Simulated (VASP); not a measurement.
The system is CdIn2O4.

```xyz
14
Lattice="0.0000 4.5830 4.5830 4.5830 0.0000 4.5830 4.5830 4.5830 0.0000" Properties=species:S:1:pos:R:3 pbc="T T T"
Cd    4.5830    4.5830    4.5830
Cd    6.8745    6.8745    6.8745
In    1.1458    1.1458    1.1458
In    1.1458    3.4372    3.4372
In    3.4373    3.4373    1.1458
In    3.4372    1.1458    3.4373
O     3.3230    3.3230    3.3230
O     8.1345    5.6145    5.6145
O     5.8430    5.8430    3.3230
O     5.6145    8.1345    5.6145
O     3.3230    5.8430    5.8430
O     8.1345    8.1345    8.1345
O     5.8430    3.3230    5.8430
O     5.6145    5.6145    8.1345
```

Base run:

| Item | Value |
| --- | --- |
| Program | VASP 6.6.1 |
| Functional | r2SCAN |
| Potentials or basis | VASP PAW PBE potentials, release 64 (Cd, In_d, O) |
| Cutoff | 580 eV |
| k mesh | 4 × 4 × 4 |
| Occupations | fermi-dirac, width 0.02 eV |
| Spin | no spin polarisation |

Its results: band gap on the k mesh 1.61 eV (least direct gap 1.68 eV); pressure 2.6 GPa; largest force 0.189 eV/Å.

**Question.** The run is repeated on the same cell with these changes: functional from r2SCAN to PBE; cutoff from 580 eV to 600 eV; further incar settings from ALGO = Normal; EDIFF = 1e-07; NBANDS = 75 to ALGO = Normal; EDIFF = 1e-06; NBANDS = 75. What comes out?

**Answer.** Band gap on the k mesh 1.10 eV (least direct gap 1.16 eV); pressure 7.5 GPa; largest force 0.014 eV/Å.

Caveats: spin-orbit coupling is left out, which moves the levels of the heavy elements; the PAW data sets were made with another functional, which shifts forces and pressure a little (at least some runs); the cell stands under pressure (at least some runs).

A k mesh can miss the band edges.
